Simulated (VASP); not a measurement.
A run of VASP 6.6.1 is set up as follows.

The input POSCAR:

```
SiC
1.0
    2.1740000000     -2.1740000000      0.0000000000
    2.1740000000      0.0000000000     -2.1740000000
    8.6960000000      8.6960000000      8.6960000000
Si C
6 6
Direct
    0.6666666667      0.6666666667      0.1666666667
    0.0000000000      0.0000000000      0.0000000000
    0.3333333333      0.3333333333      0.3333333333
    0.6666666667      0.6666666667      0.6666666667
    0.0000000000      0.0000000000      0.5000000000
    0.3333333333      0.3333333333      0.8333333333
    0.6666666667      0.6666666667      0.5416666667
    1.0000000000      1.0000000000      0.3750000000
    0.3333333333      0.3333333333      0.7083333333
    0.6666666667      0.6666666667      0.0416666667
    0.0000000000      0.0000000000      0.8750000000
    0.3333333333      0.3333333333      0.2083333333
```

INCAR.step1

```
SYSTEM = SiC
ALGO = Normal ; EDIFF = 1E-4
ENCUT = 520 ; GGA = PE
ISMEAR = 0 ; LASPH = .True.
LCHARG = .False. ; LREAL = .False.
LWAVE = .True. ; NBANDS = 36
NELM = 80 ; PREC = Accurate
SIGMA = 0.05
```

Contents of INCAR.step2:

```
SYSTEM = SiC
ALGO = Normal ; EDIFF = 1E-6
ENCUT = 520 ; ISIF = 2
ISMEAR = 0 ; ISTART = 1
LASPH = .True. ; LCHARG = .False.
LMIXTAU = .True. ; LREAL = .False.
LWAVE = .False. ; METAGGA = R2SCAN
NBANDS = 36 ; NELM = 80
PREC = Accurate ; SIGMA = 0.05
```

KPOINTS

```
k-points
0
Gamma
  10 10 2
  0 0 0
```

Potentials or basis: VASP PAW PBE potentials, release 64 (Si, C).

The run is started by

```sh
$ cat potpaw_PBE.64/Si/POTCAR potpaw_PBE.64/C/POTCAR > POTCAR
$ cp INCAR.step1 INCAR
$ mpirun -np 1 vasp_std > vasp.out
$ cp INCAR.step2 INCAR
$ mpirun -np 1 vasp_std > vasp.out
```

Question: Estimate the band gap on the k mesh.

Answer: 1.72 eV.

Question: What does it give for the pressure?

Answer: 1.1 GPa.

Caveat: the PAW data sets were made with another functional, which shifts forces and pressure a little. A k mesh can miss the band edges.
